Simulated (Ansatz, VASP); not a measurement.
One calculation of Zn, two programs

```
Zn
1.0
    -1.56904    1.56904    1.56904
     1.56904   -1.56904    1.56904
     1.56904    1.56904   -1.56904
Zn
1
Direct
  0.00000 0.00000 0.00000
```

Alike in both runs: functional PBE; k mesh 16 × 16 × 16; occupations gaussian, width 0.1 eV; no spin polarisation.

Ansatz relaxed the structure, and its values are those at the end. VASP's run is a single point on that final structure, the one shown.

|  | VASP | Ansatz |
| --- | --- | --- |
| version | VASP 6.6.1 | Ansatz 0.2.0 |
| potentials or method | VASP PAW PBE potentials, release 64 (Zn), cutoff 500 eV | scalar-relativistic, plane waves, PAW |
| valence electrons in the cell | 12 | 12 |

```tsv
	VASP	Ansatz	Ansatz less VASP
gap on the k mesh at the Fermi level (eV)	none	none	-
pressure (GPa)	0.3	-0.1	-0.33
```

A gap of «none» marks a metal or a gap that the smearing closes. With one functional, cell and mesh, what is left measures potentials, basis and numerics.
